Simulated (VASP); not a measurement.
# SiO2: single point with LDA

Crystal: SiO2.

```
CELL_PARAMETERS angstrom
3.82782 0.00000 0.00000
0.00000 3.82782 0.00000
0.00000 0.00000 2.73460
ATOMIC_POSITIONS crystal
Si 0.50000 0.50000 0.50000
Si 0.00000 0.00000 0.00000
O 0.69443 0.69443 0.00000
O 0.19443 0.80557 0.50000
O 0.30557 0.30557 0.00000
O 0.80557 0.19443 0.50000
```

This cell differs from its parent crystal: volume 6.678 Å^3 an atom, c/a of the conventional cell 0.7144.

```json
{
  "Program": "VASP 6.6.1",
  "Task": "single point",
  "Functional": "LDA",
  "Potentials or basis": "VASP PAW LDA potentials, release 64 (Si, O)",
  "Cutoff": "520 eV",
  "k mesh": "6 × 6 × 10",
  "Occupations": "gaussian, width 0.05 eV",
  "Spin": "no spin polarisation",
  "Dipole correction": "no",
  "Further INCAR settings": "ALGO = Normal; EDIFF = 1e-06; NBANDS = 25"
}
```

- Pressure: 59.6 GPa
- Largest force: 0.798 eV/Å
- Band gap on the k mesh: 5.45 eV, direct

Forces on the atoms (eV/Å):
```
Si   0.000  0.000  0.000
Si   0.000  0.000  0.000
O    0.564  0.564  0.000
O    0.564 -0.564  0.000
O   -0.564 -0.564  0.000
O   -0.564  0.564  0.000
```

Stress tensor (GPa, compression positive):
```
77.47  0.00  0.00
 0.00 77.47  0.00
 0.00  0.00 23.91
```

Levels at points of the mesh, in eV from the valence-band top:
| k point | band 12 | band 13 | band 14 | band 15 | band 16 | band 17 | band 18 | band 19 | band 20 | band 21 |
| --- | --- | --- | --- | --- | --- | --- | --- | --- | --- | --- |
| (0.00, 0.00, 0.00) | -3.99 | -2.89 | -0.73 | -0.73 | 0.00 | 5.45 | 7.81 | 7.97 | 7.97 | 11.19 |
| (0.50, 0.00, 0.00) | -4.44 | -3.25 | -3.25 | -1.06 | -1.06 | 8.03 | 8.03 | 9.14 | 9.14 | 13.26 |
| (0.50, 0.50, 0.00) | -4.29 | -3.33 | -3.33 | -2.22 | -2.22 | 7.97 | 7.97 | 10.33 | 10.33 | 15.09 |
| (0.00, 0.00, 0.50) | -4.69 | -4.19 | -4.19 | -2.98 | -2.98 | 11.32 | 11.32 | 13.13 | 13.13 | 13.95 |
| (0.50, 0.00, 0.50) | -4.55 | -2.19 | -2.19 | -1.90 | -1.90 | 10.47 | 10.47 | 12.78 | 12.78 | 13.14 |
| (0.50, 0.50, 0.50) | -4.39 | -1.62 | -1.62 | -1.51 | -1.51 | 9.60 | 9.60 | 12.30 | 12.30 | 12.64 |

Run time: 28 s on 1 thread of Intel(R) Xeon(R) Platinum 8375C CPU @ 2.90GHz (Ice Lake), on a shared host, peak memory 0.15 GiB.

 A k mesh can miss the band edges.
